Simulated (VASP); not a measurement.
Write the native input for VASP 6.6.1 that does the following.

```
Task                   : relaxation of cell and atoms
Functional             : PBE
Potentials or basis    : VASP PAW PBE potentials, release 64 (Te, F)
Cutoff                 : 600 eV
k mesh                 : 6 × 6 × 4
Occupations            : gaussian, width 0.1 eV
Spin                   : no spin polarisation
Dipole correction      : no
Further INCAR settings : ALGO = Normal; EDIFF = 1e-06; IBRION = 2; EDIFFG = -0.04; NSW = 90; ISIF = 3
```

The structure of TeF3 lies in POSCAR:

```
TeF3
1.0
    3.6262682352      0.0000000000      0.0000000000
    0.0000000000      3.6262682352      0.0000000000
    0.0000000000      0.0000000000      6.9393285235
Te F
1 3
Direct
    0.0000000000      0.0000000000      0.0000000000
    0.0000000000      0.0000000000      0.2835750017
    0.0000000000      0.0000000000      0.7164249983
    0.5000000000      0.5000000000      0.0000000000
```

The cell was generated, and may not be a known phase.

These files were run (other wordings do the same):

INCAR

```
SYSTEM = TeF3
PREC = Accurate
ENCUT = 600
EDIFF = 1E-6
ISMEAR = 0
SIGMA = 0.1
LREAL = .False.
LASPH = .True.
NELM = 60
ALGO = Normal
ISIF = 3
LWAVE = .False.
LCHARG = .False.
GGA = PE
IBRION = 2
NSW = 90
EDIFFG = -0.04
```

KPOINTS

```
Automatic mesh
0
Gamma
  6 6 4
  0 0 0
```

Potentials or basis: VASP PAW PBE potentials, release 64 (Te, F).

Run with:

```sh
$ cat potpaw_PBE.64/Te/POTCAR potpaw_PBE.64/F/POTCAR > POTCAR
$ mpirun -np 1 vasp_std > vasp.out
```

Results of the run:

```yaml
Relaxed_volume: 22.60 Å³/atom
Relaxed_cell: a = 3.608 Å, b = 3.608 Å, c = 6.945 Å, α = 90.00°, β = 90.00°, γ = 90.00°
Space_group_after_relaxing_to_0.1_Å: P4/mmm (No. 123)
Energy_gained_by_relaxing: 0.4 meV/atom
Ionic_steps: 5
Pressure_after_relaxing: 0.0 GPa
Largest_force_after_relaxing: 0.007 eV/Å
Band_gap_on_the_k_mesh: zero (an odd number of electrons rules out a gap without spin polarisation)
```

Caveat: spin-orbit coupling is left out, which moves the levels of the heavy elements; this functional lacks dispersion, which binds layers or chains, so the pressure and a relaxed spacing across them are unreliable; an odd number of electrons without spin polarisation forces a metal; a magnetic or distorted state may lie lower.

Run time: 84 s on 1 thread of Intel(R) Xeon(R) 6975P-C (Granite Rapids) (shared host), peak memory 0.25 GiB.
